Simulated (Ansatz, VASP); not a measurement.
# One calculation of LiNbO3, two programs

The input INCAR:

```
SYSTEM = LiNbO3
  PREC = Accurate
  ENCUT = 520
  EDIFF = 1E-6
  ISMEAR = 0
  SIGMA = 0.05
  LREAL = .False.
  LASPH = .True.
  NELM = 100
  ALGO = Normal
  ISIF = 2
  LWAVE = .False.
  LCHARG = .False.
  GGA = PE
  NBANDS = 45
```

KPOINTS

```
Automatic mesh
0
Gamma
  6 6 6
  0 0 0
```

Contents of POSCAR:

```
LiNbO3
1.0
    2.6115578418      1.5077836230      4.5982666595
   -2.6115578418      1.5077836230      4.5982666595
    0.0000000000     -3.0155672459      4.5982666595
Li Nb O
2 2 6
Direct
    0.2476440398      0.2476440398      0.2476440398
    0.7476440398      0.7476440398      0.7476440398
   -0.0006741601     -0.0006741601     -0.0006741601
    0.4993258399      0.4993258399      0.4993258399
    0.1320086926      0.3712574562      0.7516706681
    0.7516706681      0.1320086926      0.3712574562
    0.3712574562      0.7516706681      0.1320086926
    0.8712574562      0.6320086926      0.2516706681
    0.2516706681      0.8712574562      0.6320086926
    0.6320086926      0.2516706681      0.8712574562
```

Input for Ansatz:

```yaml
crystal:
  lattice:
    - [2.6115578418, 1.507783623, 4.5982666595]
    - [-2.6115578418, 1.507783623, 4.5982666595]
    - [0.0, -3.0155672459, 4.5982666595]
  atoms:
    - { symbol: Li, position: [0.2476440398, 0.2476440398, 0.2476440398] }
    - { symbol: Li, position: [0.7476440398, 0.7476440398, 0.7476440398] }
    - { symbol: Nb, position: [-0.0006741601, -0.0006741601, -0.0006741601] }
    - { symbol: Nb, position: [0.4993258399, 0.4993258399, 0.4993258399] }
    - { symbol: O, position: [0.1320086926, 0.3712574562, 0.7516706681] }
    - { symbol: O, position: [0.7516706681, 0.1320086926, 0.3712574562] }
    - { symbol: O, position: [0.3712574562, 0.7516706681, 0.1320086926] }
    - { symbol: O, position: [0.8712574562, 0.6320086926, 0.2516706681] }
    - { symbol: O, position: [0.2516706681, 0.8712574562, 0.6320086926] }
    - { symbol: O, position: [0.6320086926, 0.2516706681, 0.8712574562] }
basis:
  ecutwfc: 420
kpoints:
  mp_grid: { grid: [6, 6, 6] }
hamiltonian:
  xc: pbe
scf:
  occupations: { method: gaussian, width: 0.05 }
output:
  forces: true
  stress: true
  eigenvalues: true
```

Change from the starting cell: mode 1 (-212.2 1/cm) frozen in, largest displacement +0.033 Å.

Alike in both runs: task single point; functional PBE; k mesh 6 × 6 × 6; occupations gaussian, width 0.05 eV; no spin polarisation.

|  | VASP | Ansatz |
| --- | --- | --- |
| version | VASP 6.6.1 | Ansatz 0.2.0 |
| potentials or method | VASP PAW PBE potentials, release 64 (Li_sv, Nb_sv, O), cutoff 520 eV | scalar-relativistic, plane waves, PAW |
| valence electrons in the cell | 68 | 68 |

```csv
,VASP,Ansatz,Ansatz less VASP
gap on the k mesh at the Fermi level (eV),2.52,2.53,+0.016
least direct gap on the mesh (eV),2.64,2.66,+0.012
rms of the force components (eV/Å),0.046,0.046,-0.0004
```

Atom by atom the forces differ by 0.008 eV/Å (rms over components).

Noted on VASP's run: the cutoff is short for stress, so the pressure is rough.
